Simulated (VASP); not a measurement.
Set up this calculation in VASP 6.6.1, as the native input.

```yaml
Task: single point
Functional: PBEsol
Potentials_or_basis: VASP PAW PBE potentials, release 64 (Cs_sv, Ag, Bi_d, Br)
Cutoff: 520 eV
k_mesh: 4 × 4 × 4
Occupations: gaussian, width 0.02 eV
Spin: no spin polarisation
Dipole_correction: no
Further_INCAR_settings: ALGO = Normal; EDIFF = 1e-06; NBANDS = 54
```

The structure of Cs2AgBiBr6 lies in POSCAR:

```
Cs2AgBiBr6
1.0
    0.0000000000      5.5936885812      5.5936885812
    5.5936885812      0.0000000000      5.5936885812
    5.5936885812      5.5936885812      0.0000000000
Cs Ag Bi Br
2 1 1 6
Direct
    0.2500000000      0.2500000000      0.2500000000
    0.7500000000      0.7500000000      0.7500000000
    0.5000000000      0.5000000000      0.5000000000
    0.0000000000      0.0000000000      0.0000000000
    0.2539142909      0.7460857091      0.2539142909
    0.2539142909      0.7460857091      0.7460857091
    0.7460857091      0.2539142909      0.7460857091
    0.7460857091      0.2539142909      0.2539142909
    0.2539142909      0.2539142909      0.7460857091
    0.7460857091      0.7460857091      0.2539142909
```

One way to write it, as run:

INCAR

```
PREC = Accurate
ENCUT = 520
EDIFF = 1E-6
ISMEAR = 0
SIGMA = 0.02
LREAL = F
LASPH = T
NELM = 100
ALGO = Normal
ISIF = 2
LWAVE = F
LCHARG = T
GGA = PS
LELF = T
LVHAR = T
NBANDS = 54
```

KPOINTS

```
regular mesh
0
Gamma
  4 4 4
```

Potentials or basis: VASP PAW PBE potentials, release 64 (Cs_sv, Ag, Bi_d, Br).

Command:

```bash
$ cat potpaw_PBE.64/Cs_sv/POTCAR potpaw_PBE.64/Ag/POTCAR potpaw_PBE.64/Bi_d/POTCAR potpaw_PBE.64/Br/POTCAR > POTCAR
$ mpirun -np 1 vasp_std > vasp.out
```

It gave:

| Item | Value |
| --- | --- |
| Pressure | 0.0 GPa |
| Largest force | 0.006 eV/Å |
| Band gap on the k mesh | 1.10 eV, indirect (least direct gap 2.33 eV) |

Caveat: the PAW data sets were made with another functional, which shifts forces and pressure a little; spin-orbit coupling is left out, which moves the levels of the heavy elements.

It took 100 s on 1 thread of Intel(R) Xeon(R) 6975P-C (Granite Rapids) (shared host), peak memory 0.59 GiB.
